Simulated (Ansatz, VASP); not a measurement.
## Al2Au: VASP beside Ansatz

Contents of INCAR:

```
PREC = Accurate
ENCUT = 520
EDIFF = 1E-8
ISMEAR = -1
SIGMA = 0.05
LREAL = F
LASPH = T
NELM = 100
ALGO = Normal
ISIF = 2
LWAVE = F
LCHARG = F
LEFG = T
NBANDS = 16
```

Contents of KPOINTS:

```
regular mesh
0
Gamma
  11 11 11
```

The input POSCAR:

```
Al2Au
1.0
    0.0000000000      3.0588384673      3.0588384673
    3.0588384673      0.0000000000      3.0588384673
    3.0588384673      3.0588384673      0.0000000000
Al Au
2 1
Direct
    0.2500000000      0.2500000000      0.2500000000
    0.7500000000      0.7500000000      0.7500000000
    0.0000000000      0.0000000000      0.0000000000
```

Input for Ansatz:

```yaml
crystal:
  lattice:
    - [0.0, 3.0588384673, 3.0588384673]
    - [3.0588384673, 0.0, 3.0588384673]
    - [3.0588384673, 3.0588384673, 0.0]
  atoms:
    - { symbol: Al, position: [0.25, 0.25, 0.25] }
    - { symbol: Al, position: [0.75, 0.75, 0.75] }
    - { symbol: Au, position: [0.0, 0.0, 0.0] }
kpoints:
  mp_grid: { grid: [11, 11, 11] }
scf:
  occupations: { method: fermi_dirac, width: 0.05 }
hamiltonian:
  xc: lda
  pseudopotentials: { kind: paw }
output:
  forces: true
  stress: true
  eigenvalues: true
  efg: { contact_densities: true }
  write_density: true
  write_potential: true
  elf: true
  volumetric_format: npy
```

Change from the starting cell: volume scaled by 1.06, PAW files.

Alike in both runs: task electric field gradients; functional LDA; k mesh 11 × 11 × 11; occupations fermi-dirac, width 0.05 eV; no spin polarisation.

|  | VASP | Ansatz |
| --- | --- | --- |
| version | VASP 6.6.1 | Ansatz 0.2.0 |
| potentials or method | VASP PAW LDA potentials, release 64 (Al, Au) | PAW with Ansatz's default frozen-core files, scalar-relativistic |
| plane-wave cutoff (eV) | 520 | 420 |
| valence electrons in the cell | 17 | 25 |

```csv
,VASP,Ansatz,Ansatz less VASP
pressure (GPa),-7.8,-8.0,-0.16
```

LDA's correlation is that of Perdew and Zunger in VASP and of Perdew and Wang (1992) in Ansatz. VASP's potentials hold 17 valence electrons a cell and Ansatz's 25, so a difference there can come from the potentials and not from the codes.

Neither program's run includes spin-orbit coupling.
